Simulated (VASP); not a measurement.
# Cu (P6_3/mmc) in VASP: notebook, part 2 of 2

VASP 6.6.1.

**3. Relaxation of cell and atoms, PBEsol**

This run uses another cell than the first one, of 11.44 Å³/atom, 0.920 times its volume.

The input, INCAR:

```
  PREC = Accurate
  ENCUT = 600
  EDIFF = 1E-7
  ISMEAR = -1
  SIGMA = 0.05
  LREAL = False
  LASPH = True
  NELM = 80
  ALGO = Normal
  ISIF = 3
  LWAVE = False
  LCHARG = False
  GGA = PS
  IBRION = 2
  NSW = 60
  EDIFFG = -0.01
```

The input, KPOINTS:

```
Automatic mesh
0
Gamma
  12 12 7
```

The input, POSCAR:

```
Cu
1.0
    2.5340966698      0.0000000000      0.0000000000
   -1.2670483349      2.1945920917      0.0000000000
    0.0000000000      0.0000000000      4.1125710000
Cu
2
Direct
    0.6666666667      0.3333333333      0.7500000000
    0.3333333333      0.6666666667      0.2500000000
```

Potentials or basis: VASP PAW PBE potentials, release 64 (Cu).

Command:

```console
$ cat potpaw_PBE.64/Cu/POTCAR > POTCAR
$ mpirun -np 1 vasp_std > vasp.out
```

Run time: 2.7 min. Hardware: 1 thread of Intel Xeon 8259CL, shared host; peak memory 0.16 GiB.

The run converged. Its results:

| Property | Result |
| --- | --- |
| Free energy | -8.5875 eV |
| Relaxed volume | 11.39 Å³/atom |
| Relaxed cell | a = 2.529 Å, b = 2.529 Å, c = 4.111 Å, α = 90.00°, β = 90.00°, γ = 120.00° |
| Space group after relaxing (to 0.05 Å) | P6_3/mmc (No. 194) |
| Energy gained by relaxing | 0.1 meV/atom |
| Ionic steps | 6 |
| Pressure after relaxing | 0.0 GPa |
| Band gap on the k mesh | zero (band 11 reaches 11.89 eV, above the bottom of band 12 at 5.93 eV) |

Stress tensor (GPa, compression positive):
```
-0.06  0.00  0.00
 0.00 -0.06  0.00
 0.00  0.00  0.06
```

Step by step:
| step | energy change (eV) | largest force (eV/Å) | pressure (GPa) | volume (Å³) |
| --- | --- | --- | --- | --- |
| 1 | 0.0000 | 0.0000 | -0.63 | 22.87 |
| 2 | -0.0001 | 0.0000 | 0.40 | 22.72 |
| 3 | -0.0002 | 0.0000 | 0.04 | 22.77 |
| 4 | -0.0002 | 0.0000 | 0.03 | 22.78 |
| 5 | -0.0002 | 0.0000 | 0.02 | 22.78 |
| 6 | -0.0002 | 0.0000 | -0.02 | 22.78 |

Final structure:
```yaml
crystal:
  lattice:
    - [2.52945, 0.00000, 0.00000]
    - [-1.26472, 2.19057, 0.00000]
    - [0.00000, 0.00000, 4.11126]
  atoms:
    - { symbol: Cu, position: [0.66667, 0.33333, 0.75000] }
    - { symbol: Cu, position: [0.33333, 0.66667, 0.25000] }
```

Levels at points of the mesh, in eV from the Fermi level:
| k point | band 8 | band 9 | band 10 | band 11 | band 12 | band 13 | band 14 | band 15 |
| --- | --- | --- | --- | --- | --- | --- | --- | --- |
| (0.00, 0.00, 0.00) | -2.51 | -2.51 | -1.71 | -1.71 | -1.05 | 4.04 | 21.62 | 22.19 |
| (0.50, 0.00, 0.00) | -1.62 | -1.56 | -1.51 | 0.03 | 1.65 | 7.96 | 8.39 | 10.95 |

Caveat: the PAW data sets were made with another functional, which shifts forces and pressure a little.

**4. Relaxation of cell and atoms, RPBE**

This run uses another cell than the first one, of 11.44 Å³/atom, 0.920 times its volume.

The input, INCAR:

```
  ALGO = Normal
  EDIFF = 1E-6
  EDIFFG = -0.01
  ENCUT = 600
  GGA = RP
  IBRION = 2
  ISIF = 3
  ISMEAR = -1
  LASPH = True
  LCHARG = False
  LREAL = False
  LWAVE = False
  NELM = 80
  NSW = 60
  PREC = Accurate
  SIGMA = 0.05
```

The input, KPOINTS:

```
k-points
0
Gamma
  12 12 7
```

POSCAR is that of step 3.

Command:

```console
$ cat potpaw_PBE.64/Cu/POTCAR > POTCAR
$ mpirun -np 1 vasp_std > vasp.out
```

Run time: 4.2 min. Hardware: 1 thread of Intel Xeon 8259CL, shared host; peak memory 0.16 GiB.

It converged, with:

| Quantity | Value |
| --- | --- |
| Free energy | -6.4859 eV |
| Relaxed volume | 12.49 Å³/atom |
| Relaxed cell | a = 2.610 Å, b = 2.610 Å, c = 4.234 Å, α = 90.00°, β = 90.00°, γ = 120.00° |
| Space group after relaxing (to 0.05 Å) | P6_3/mmc (No. 194) |
| Energy gained by relaxing | 39.6 meV/atom |
| Ionic steps | 13 |
| Pressure after relaxing | 0.0 GPa |
| Band gap on the k mesh | zero (band 11 reaches 10.91 eV, above the bottom of band 12 at 5.26 eV) |

Stress tensor (GPa, compression positive):
```
 0.09  0.00  0.00
 0.00  0.09  0.00
 0.00  0.00 -0.12
```

The path:
```tsv
step	energy change (eV)	largest force (eV/Å)	pressure (GPa)	volume (Å³)
1	0.0000	0.0000	13.24	22.87
2	-0.0609	0.0000	-4.80	26.14
3	-0.0793	0.0000	0.09	24.97
4	-0.0792	0.0000	-0.17	25.01
5	-0.0793	0.0000	0.17	24.97
6	-0.0793	0.0000	0.08	24.97
7	-0.0793	0.0000	0.56	24.97
8	-0.0793	0.0000	-0.08	25.00
9	-0.0793	0.0000	-0.07	25.00
10	-0.0793	0.0000	-0.06	24.99
11	-0.0793	0.0000	-0.05	24.99
12	-0.0793	0.0000	-0.03	24.98
13	-0.0793	0.0000	0.02	24.98
```

Final structure:
```cif
data_structure
_symmetry_space_group_name_H-M 'P 1'
_symmetry_Int_Tables_number 1
_cell_length_a 2.6099
_cell_length_b 2.6099
_cell_length_c 4.2345
_cell_angle_alpha 90.000
_cell_angle_beta 90.000
_cell_angle_gamma 120.000
_cell_volume 24.98
loop_
_atom_site_label
_atom_site_type_symbol
_atom_site_fract_x
_atom_site_fract_y
_atom_site_fract_z
_atom_site_occupancy
Cu1 Cu 0.66667 0.33333 0.75000 1
Cu2 Cu 0.33333 0.66667 0.25000 1
```

Levels at points of the mesh, in eV from the Fermi level:
```tsv
k point	band 8	band 9	band 10	band 11	band 12	band 13	band 14	band 15
(0.00, 0.00, 0.00)	-2.33	-2.33	-1.63	-1.63	-0.76	3.63	20.79	20.86
(0.50, 0.00, 0.00)	-1.55	-1.50	-1.46	0.03	1.47	7.58	7.92	10.36
```

Caveat: the PAW data sets were made with another functional, which shifts forces and pressure a little.

**5. Summary**

| task | level | cell | cutoff (eV) | gap on the mesh (eV) | pressure (GPa) | relaxed volume (Å³/atom) |
| --- | --- | --- | --- | --- | --- | --- |
| single point | RPBE | a = 2.606, b = 2.606, c = 4.226 Å, angles 90.0, 90.0, 120.0°, 2 atoms | 520 | none | 0.5 | - |
| relaxation of cell and atoms | PBEsol | relaxed from a = 2.534, b = 2.534, c = 4.113 Å, angles 90.0, 90.0, 120.0°, 2 atoms | 600 | none | 0.0 | 11.39 |
| relaxation of cell and atoms | RPBE | relaxed from a = 2.534, b = 2.534, c = 4.113 Å, angles 90.0, 90.0, 120.0°, 2 atoms | 600 | none | 0.0 | 12.49 |

Alike in all rows: potentials or basis VASP PAW PBE potentials, release 64 (Cu); no spin polarisation; k mesh 12 × 12 × 7; smearing fermi-dirac 0.05 eV.

Caveats: the PAW data sets were made with another functional, which shifts forces and pressure a little.

Total energies depend on the potentials used, so only differences within one code and one set of settings carry meaning.
